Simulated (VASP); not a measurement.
# Ti12O: single point with PBE

The system is Ti12O, a slab with vacuum.

```
CELL_PARAMETERS angstrom
5.81509 0.00000 0.00000
0.00000 5.81509 0.00000
0.00000 0.00000 19.30598
ATOMIC_POSITIONS crystal
Ti 0.25000 0.25000 0.20719
Ti 0.25000 0.75000 0.20719
Ti 0.75000 0.25000 0.20719
Ti 0.75000 0.75000 0.20719
Ti 0.00000 0.00000 0.30576
Ti 0.00000 0.50000 0.30576
Ti 0.50000 0.00000 0.30576
Ti 0.50000 0.50000 0.30576
Ti 0.25000 0.25000 0.40433
Ti 0.25000 0.75000 0.40433
Ti 0.75000 0.25000 0.40433
Ti 0.75000 0.75000 0.40433
O 0.41667 0.41667 0.46033
```

| Item | Value |
| --- | --- |
| Program | VASP 6.6.1 |
| Task | single point |
| Functional | PBE |
| Potentials or basis | VASP PAW PBE potentials, release 64 (Ti_sv, O) |
| Cutoff | 520 eV |
| k mesh | 5 × 5 × 1 |
| Occupations | gaussian, width 0.1 eV |
| Spin | no spin polarisation |
| Dipole correction | yes |
| Further INCAR settings | ALGO = Normal; EDIFF = 1e-07; NBANDS = 87 |

```json
{
  "Largest force": "2.599 eV/Å",
  "Band gap on the k mesh": "zero (bands 75 and 76 overlap by 0.20 eV)"
}
```

Forces in eV/Å, atoms in the order of the input:
```
Ti   0.082  0.082 -0.012
Ti   0.072 -0.045  0.065
Ti  -0.045  0.072  0.065
Ti  -0.070 -0.070  0.090
Ti  -0.103 -0.103 -0.324
Ti  -0.104  0.017 -0.098
Ti   0.017 -0.104 -0.098
Ti   0.055  0.055 -0.700
Ti  -1.163 -1.163 -0.389
Ti  -0.136 -0.776  0.679
Ti  -0.776 -0.136  0.679
Ti   0.334  0.334 -0.039
O    1.837  1.837  0.082
```

Levels at points of the mesh, in eV from the Fermi level:
| k point | band 70 | band 71 | band 72 | band 73 | band 74 | band 75 | band 76 | band 77 | band 78 | band 79 |
| --- | --- | --- | --- | --- | --- | --- | --- | --- | --- | --- |
| (0.00, 0.00, 0.00) | -0.26 | -0.12 | -0.05 | -0.04 | -0.03 | 0.02 | 0.25 | 0.39 | 0.59 | 0.77 |

Run time: 18 min on 1 thread of Intel(R) Xeon(R) 6975P-C (Granite Rapids), with other jobs on the host, peak memory 0.84 GiB.
